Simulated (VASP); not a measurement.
# SiO2 (P4_2/mnm) in VASP: notebook, part 2 of 2

VASP 6.6.1. Earlier steps stand in the parts before.

### Step 3. Relaxation of the atoms, PBE (z stretched by -2 %)

INCAR reads:

```
ALGO = Normal
EDIFF = 1E-6
EDIFFG = -0.02
ENCUT = 520
GGA = PE
IBRION = 2
ISIF = 2
ISMEAR = -1
LASPH = T
LCHARG = F
LREAL = F
LWAVE = F
NELM = 80
NSW = 80
PREC = Accurate
SIGMA = 0.02
```

KPOINTS reads:

```
k-points
0
Gamma
  7 7 11
```

POSCAR reads:

```
SiO2
1.0
    4.1667000000      0.0000000000      0.0000000000
    0.0000000000      4.1667000000      0.0000000000
    0.0000000000      0.0000000000      2.6112100000
Si O
2 4
Direct
    0.0000000000      0.0000000000      0.0000000000
    0.5000000000      0.5000000000      0.5000000000
    0.3052551835      0.3052551835      0.0000000000
    0.1947448165      0.8052551835      0.5000000000
    0.6947448165      0.6947448165      0.0000000000
    0.8052551835      0.1947448165      0.5000000000
```

Potentials or basis: VASP PAW PBE potentials, release 64 (Si, O).

On the command line:

```sh
$ cat potpaw_PBE.64/Si/POTCAR potpaw_PBE.64/O/POTCAR > POTCAR
$ mpirun -np 1 vasp_std > vasp.out
```

OUTCAR:

```text
EDIFF = 1E-6
   EDIFFG = -0.02
   ENCUT = 520
   GGA = PE
   IBRION = 2
   ISIF = 2
   ISMEAR = -1
   LASPH = T
   LREAL = F
   NELM = 80
   NSW = 80
   PREC = Accurate

 ion  position               nearest neighbor table
   1  0.000  0.000  0.000-   4 1.74   6 1.74   4 1.74   6 1.74   5 1.80   3 1.80
   2  0.500  0.500  0.500-   3 1.74   5 1.74   3 1.74   5 1.74   4 1.80   6 1.80
   3  0.305  0.305  0.000-   2 1.74   2 1.74   1 1.80
   4  0.195  0.805  0.500-   1 1.74   1 1.74   2 1.80
   5  0.695  0.695  0.000-   2 1.74   2 1.74   1 1.80
   6  0.805  0.195  0.500-   1 1.74   1 1.74   2 1.80

  LATTYP: Found a simple tetragonal cell.
 ALAT       =     4.1667000000
 C/A-ratio  =     0.6266853865

  Lattice vectors:

 A1 = (   4.1667000000,   0.0000000000,   0.0000000000)
 A2 = (   0.0000000000,   4.1667000000,   0.0000000000)
 A3 = (   0.0000000000,   0.0000000000,   2.6112100000)

Analysis of symmetry for initial positions (statically):
=====================================================================
 Subroutine PRICEL returns:
 Original cell was already a primitive cell.

 Routine SETGRP: Setting up the symmetry group for a
 simple tetragonal supercell.

 Subroutine GETGRP returns: Found 16 space group operations
 (whereof  8 operations were pure point group operations)
 out of a pool of 16 trial point group operations.

The static configuration has the point symmetry D_2h.
 The point group associated with its full space group is D_4h.

Analysis of symmetry for dynamics (positions and initial velocities):
=====================================================================
 Subroutine PRICEL returns:
 Original cell was already a primitive cell.

 Routine SETGRP: Setting up the symmetry group for a
 simple tetragonal supercell.

 Subroutine GETGRP returns: Found 16 space group operations
 (whereof  8 operations were pure point group operations)
 out of a pool of 16 trial point group operations.

The dynamic configuration has the point symmetry D_2h.
 The point group associated with its full space group is D_4h.

 Subroutine INISYM returns: Found 16 space group operations
 (whereof  8 operations are pure point group operations),
 and found     1 'primitive' translations

----------------------------------------------------------------------------------------

                                     Primitive cell

  volume of cell :      45.3342

  direct lattice vectors                    reciprocal lattice vectors
     4.166700000  0.000000000  0.000000000     0.239998080  0.000000000  0.000000000
     0.000000000  4.166700000  0.000000000     0.000000000  0.239998080  0.000000000
     0.000000000  0.000000000  2.611210000     0.000000000  0.000000000  0.382964220

  length of vectors
     4.166700000  4.166700000  2.611210000     0.239998080  0.239998080  0.382964220

  position of ions in fractional coordinates (direct lattice)
     0.000000000  0.000000000  0.000000000
     0.500000000  0.500000000  0.500000000
     0.305255184  0.305255184  0.000000000
     0.194744816  0.805255184  0.500000000
     0.694744816  0.694744816  0.000000000
     0.805255184  0.194744816  0.500000000

  ion indices of the primitive-cell ions
   primitive index   ion index
                 1           1
                 2           2
                 3           3
[... 56 lines left out ...]
 [... further k-points ...]
   k-points           NKPTS =     60   k-points in BZ     NKDIM =     60   number of bands    NBANDS=     20
   number of dos      NEDOS =    301   number of ions     NIONS =      6
   total plane-waves  NPLWV =  20480
   dimension x,y,z NGX =    32 NGY =   32 NGZ =   20
   dimension x,y,z NGXF=    64 NGYF=   64 NGZF=   40
   ions per type =               2   4
   NGX,Y,Z   is equivalent  to a cutoff of  12.77, 12.77, 12.73 a.u.
   NGXF,Y,Z  is equivalent  to a cutoff of  25.54, 25.54, 25.47 a.u.
 SYSTEM =  unknown system
   PREC   = accura    normal or accurate (medium, high low for compatibility)
   ISTART =      0    job   : 0-new  1-cont  2-samecut
   ICHARG =      2    charge: 1-file 2-atom 10-const
   ISPIN  =      1    spin polarized calculation?
   LNONCOLLINEAR =      F non collinear calculations
   LSORBIT =      F    spin-orbit coupling
   LASPH  =      T    aspherical Exc in radial PAW
   ENCUT  =  520.0 eV  38.22 Ry    6.18 a.u.   7.75  7.75  4.86*2*pi/ulx,y,z
   NELM   =     80;   NELMIN=  2; NELMDL= -5     # of ELM steps
   EDIFF  = 0.1E-05   stopping-criterion for ELM
   LREAL  =      F    real-space projection
   EDIFFG = -.2E-01   stopping-criterion for IOM
   NSW    =     80    number of steps for IOM
   IBRION =      2    ionic relax: 0-MD 1-quasi-New 2-CG
   NFREE  =      1    steps in history (QN), initial steepest desc. (CG)
   ISIF   =      2    stress and relaxation
   ISYM   =      2    0-nonsym 1-usesym 2-fastsym
   POTIM  = 0.5000    time-step for ionic-motion
   TEBEG  =    0.0;   TEEND  =   0.0 temperature during run
   PSTRESS=    0.0 pullay stress
   NELECT =      32.0000    total number of electrons
   NUPDOWN=      -1.0000    fix difference up-down
   EMIN   =  10.00;   EMAX   =-10.00  energy-range for DOS
   EFERMI =   0.00;   METHOD = LEGACY
   ISMEAR =    -1;   SIGMA  =   0.02  broadening in eV -4-tet -1-fermi 0-gaus
   EFERMI_NEDOS =   21; number of points for ismear=-14 and -15
   IALGO  =     38    algorithm
   IMIX   =      4    mixing-type and parameters
     AMIX     =   0.40;   BMIX     =  1.00
     AMIX_MAG =   1.60;   BMIX_MAG =  1.00
  volume/ion in A,a.u.               =       7.56        50.99
  Fermi-wavevector in a.u.,A,eV,Ry     =   1.457637  2.754535 28.908377  2.124706
  Thomas-Fermi vector in A             =   2.574415
   LORBIT       =      0    0 simple, 1 ext, 2 COOP (PROOUT), +10 PAW based schemes
   GGA     = PE    functional components
   LHFCALC =     F    Hartree Fock is set to
   AEXX    =    0.0000 exact exchange contribution
   IVDW    =     0    specifies the selected vdW correction
   LEPSILON=     F    determine dielectric tensor
   LRPA    =     F    only Hartree local field effects (RPA)
 conjugate gradient relaxation of ions
 non-spin polarized calculation
  energy-cutoff  :      520.00
  volume of cell :       45.33
 maximum number of plane-waves:      1250
 NGX is ok and might be reduce to    32
   NGX = 15   NGY = 15   NGZ =  9

--------------------------------------- Ionic step        1  -------------------------------------------

 number of electron      31.9999997 magnetization

 Free energy of the ion-electron system (eV)
  ---------------------------------------------------
  ext. energy  EPLUGINS =         0.00000000
  ---------------------------------------------------
  free energy    TOTEN  =       -46.10700110 eV

  energy without entropy =      -46.10700110  energy(sigma->0) =      -46.10700110

------------------------ aborting loop because EDIFF is reached ----------------------------------------

  FORCE on cell =-STRESS in cart. coord.  units (eV):
  Direction    XX          YY          ZZ          XY          YZ          ZX
  --------------------------------------------------------------------------------------
  -------------------------------------------------------------------------------------
  Total        4.7228777      4.7228777      8.6524893      0.0000000      0.0000000      0.0000000
  in kB      166.9133290    166.9133290    305.7914864      0.0000000      0.0000000      0.0000000
  external PRESSURE =     213.2060482 kB  Pullay stress =       0.0000000 kB
[... 67 lines left out ...]
--------------------------------------- Ionic step        3  -------------------------------------------

 number of electron      31.9999997 magnetization

 Free energy of the ion-electron system (eV)
  ---------------------------------------------------
  ext. energy  EPLUGINS =         0.00000000
  ---------------------------------------------------
  free energy    TOTEN  =       -46.10725279 eV

  energy without entropy =      -46.10725279  energy(sigma->0) =      -46.10725279

 E-fermi :   9.0736     XC(G=0): -12.4064

 val. band max:        8.6043122216   @ k =   0.0000   0.0000   0.0000
 cond. band min:      14.7105486789   @ k =   0.0000   0.0000   0.0000
 fundamental gap:      6.1062364573
 Fermi energy:         9.0736416075

 k-point     1 :       0.0000    0.0000    0.0000
  band No.  band energies     occupation
      1     -14.2763      2.00000
      2     -10.5654      2.00000
      3     -10.5654      2.00000
      4     -10.2906      2.00000
      5      -2.5196      2.00000
      6       1.8872      2.00000
[... 541 lines left out ...]
     19      19.3190      0.00000
     20      19.5933      0.00000

 [... further k-points ...]

------------------------ aborting loop because EDIFF is reached ----------------------------------------

  FORCE on cell =-STRESS in cart. coord.  units (eV):
  Direction    XX          YY          ZZ          XY          YZ          ZX
  --------------------------------------------------------------------------------------
  -------------------------------------------------------------------------------------
  Total        4.6462569      4.6462569      8.6222693      0.0000000      0.0000000      0.0000000
  in kB      164.2054371    164.2054371    304.7234650      0.0000000      0.0000000      0.0000000
  external PRESSURE =     211.0447797 kB  Pullay stress =       0.0000000 kB
[... 21 lines left out ...]
  FREE ENERGIE OF THE ION-ELECTRON SYSTEM (eV)
  ---------------------------------------------------
  free  energy   TOTEN  =       -46.1072527908 eV

  energy  without entropy=      -46.1072527908  energy(sigma->0) =      -46.10725279

 reached required accuracy - stopping structural energy minimisation
```

CONTCAR:

```text
SiO2
   1.00000000000000
     4.1666999999999996    0.0000000000000000    0.0000000000000000
     0.0000000000000000    4.1666999999999996    0.0000000000000000
     0.0000000000000000    0.0000000000000000    2.6112099999999998
  Si              O
     2     4
Direct
     0.0000000000000000    0.0000000000000000    0.0000000000000000
     0.5000000000000000    0.5000000000000000    0.5000000000000000
     0.3049360961613672    0.3049360961613672    0.0000000000000000
     0.1950639038386328    0.8049360961613673    0.5000000000000000
     0.6950639038386327    0.6950639038386327    0.0000000000000000
     0.8049360961613673    0.1950639038386328    0.5000000000000000

  0.00000000E+00  0.00000000E+00  0.00000000E+00
  0.00000000E+00  0.00000000E+00  0.00000000E+00
  0.00000000E+00  0.00000000E+00  0.00000000E+00
  0.00000000E+00  0.00000000E+00  0.00000000E+00
  0.00000000E+00  0.00000000E+00  0.00000000E+00
  0.00000000E+00  0.00000000E+00  0.00000000E+00
```

Wall time 96 s (1 thread of Intel Xeon 8259CL, shared host); peak memory 0.18 GiB.

Results:

- Free energy: -46.1073 eV
- Energy gained by relaxing: 0.0 meV/atom
- Ionic steps: 3
- Pressure after relaxing: 21.1 GPa
- Band gap on the k mesh: 6.11 eV

Stress tensor (GPa, compression positive):
```
16.42  0.00  0.00
 0.00 16.42  0.00
 0.00  0.00 30.47
```

The path:
| step | energy change (eV) | largest force (eV/Å) | pressure (GPa) |
| --- | --- | --- | --- |
| 1 | 0.0000 | 0.0672 | 21.32 |
| 2 | -0.0001 | 0.0474 | 20.96 |
| 3 | -0.0003 | 0.0006 | 21.10 |

Final structure:
```
Si O
1.0
     4.16670    0.00000    0.00000
     0.00000    4.16670    0.00000
     0.00000    0.00000    2.61121
Si O
2 4
Direct
  0.00000 0.00000 0.00000
  0.50000 0.50000 0.50000
  0.30494 0.30494 0.00000
  0.19506 0.80494 0.50000
  0.69506 0.69506 0.00000
  0.80494 0.19506 0.50000
```

Levels at points of the mesh, in eV from the valence-band top:
```csv
k point,band 14,band 15,band 16,band 17,band 18,band 19
"(0.00, 0.00, 0.00)",-0.93,-0.93,0.00,6.11,7.13,8.97
```

Caveat: the cell differs from its parent crystal (z stretched by -2 %); an odd mesh through Γ misses points on the zone boundary, where band edges can lie.

### Step 4. Relaxation of the atoms, PBE (z stretched by +3 %)

INCAR reads:

```
SYSTEM = SiO2
ALGO = Normal ; EDIFF = 1E-6
EDIFFG = -0.02 ; ENCUT = 520
GGA = PE ; IBRION = 2
ISIF = 2 ; ISMEAR = -1
LASPH = .TRUE. ; LCHARG = .FALSE.
LREAL = .FALSE. ; LWAVE = .FALSE.
NELM = 100 ; NSW = 80
PREC = Accurate ; SIGMA = 0.02
```

KPOINTS reads:

```
k-points
0
G
  7 7 11
  0 0 0
```

POSCAR, as its differences from that of step 3:

```diff
@@ -4,3 +4,3 @@
     0.0000000000      4.1667000000      0.0000000000
-    0.0000000000      0.0000000000      2.6112100000
+    0.0000000000      0.0000000000      2.7444350000
 Si O
```

On the command line:

```sh
$ cat potpaw_PBE.64/Si/POTCAR potpaw_PBE.64/O/POTCAR > POTCAR
$ mpirun -np 1 vasp_std > vasp.out
```

Wall time 20 s (1 thread of Intel Xeon 6975P-C (Granite Rapids), shared host); peak memory 0.17 GiB.

It converged, with:

```yaml
Free_energy: -46.2677 eV
Pressure_after_relaxing: 1.9 GPa
Largest_force_after_relaxing: 0.009 eV/Å
Band_gap_on_the_k_mesh: 5.05 eV
```

Forces on the atoms (eV/Å):
```
Si   0.000  0.000  0.000
Si   0.000  0.000  0.000
O   -0.006 -0.006  0.000
O    0.006 -0.006  0.000
O    0.006  0.006  0.000
O   -0.006  0.006  0.000
```

Stress tensor (GPa, compression positive):
```
 6.25  0.00  0.00
 0.00  6.25  0.00
 0.00  0.00 -6.81
```

Final structure:
```
CELL_PARAMETERS angstrom
4.16670 0.00000 0.00000
0.00000 4.16670 0.00000
0.00000 0.00000 2.74444
ATOMIC_POSITIONS crystal
Si 0.00000 0.00000 0.00000
Si 0.50000 0.50000 0.50000
O 0.30526 0.30526 0.00000
O 0.19474 0.80526 0.50000
O 0.69474 0.69474 0.00000
O 0.80526 0.19474 0.50000
```

Levels at points of the mesh, in eV from the valence-band top:
```tsv
k point	band 12	band 13	band 14	band 15	band 16	band 17	band 18	band 19	band 20
(0.00, 0.00, 0.00)	-3.20	-2.57	-0.84	-0.84	0.00	5.05	6.18	7.87	7.87
```

Caveat: the cell differs from its parent crystal (z stretched by +3 %); the relaxation stopped at its first step, so nothing moved; an odd mesh through Γ misses points on the zone boundary, where band edges can lie.

### Step 5. Overview

| task | cell | gap on the mesh (eV) | pressure (GPa) | largest force (eV/Å) |
| --- | --- | --- | --- | --- |
| single point | a = 4.222, b = 4.222, c = 2.700 Å, 6 atoms | 5.04 | 0.7 | 0.02 |
| relaxation of the atoms | atoms relaxed from a = 4.167, b = 4.167, c = 2.611 Å, 6 atoms | 6.11 | 21.1 | - |
| relaxation of the atoms | atoms relaxed from a = 4.167, b = 4.167, c = 2.744 Å, 6 atoms | 5.05 | 1.9 | 0.01 |

Alike in all rows: level PBE; potentials or basis VASP PAW PBE potentials, release 64 (Si, O); no spin polarisation; k mesh 7 × 7 × 11; cutoff (eV) 520; smearing fermi-dirac 0.02 eV.

Caveats: an odd mesh through Γ misses points on the zone boundary, where band edges can lie; the relaxation stopped at its first step, so nothing moved (at least some runs).

Total energies depend on the potentials used, so only differences within one code and one set of settings carry meaning.
